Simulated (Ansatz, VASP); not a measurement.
# ZnSe in VASP and in Ansatz

```
Zn Se
1.0
     0.00000    2.78376    2.78376
     2.78376    0.00000    2.78376
     2.78376    2.78376    0.00000
Zn Se
1 1
Direct
  0.00000 0.00000 0.00000
  0.25000 0.25000 0.25000
```

Alike in both runs: functional LDA; k mesh 8 × 8 × 8; occupations gaussian, width 0.02 eV; no spin polarisation.

Ansatz relaxed the structure, and its values are those at the end. VASP's run is a single point on that final structure, the one shown.

```csv
,VASP,Ansatz
version,VASP 6.6.1,Ansatz 0.2.0
potentials or method,"VASP PAW LDA potentials, release 64 (Zn, Se), cutoff 500 eV","scalar-relativistic, plane waves, PAW"
valence electrons in the cell,18,28
```

Ansatz gave:

| Quantity | Value |
| --- | --- |
| gap on the k mesh at the Fermi level (eV) | 1.25 |
| least direct gap on the mesh (eV) | 1.25 |
| pressure (GPa) | 0.0 |

Which values does VASP return?

gap on the k mesh at the Fermi level (eV): 1.29; least direct gap on the mesh (eV): 1.29; pressure (GPa): 0.4.

LDA's correlation is that of Perdew and Zunger in VASP and of Perdew and Wang (1992) in Ansatz. VASP's potentials hold 18 valence electrons a cell and Ansatz's 28, so a difference there can come from the potentials and not from the codes.
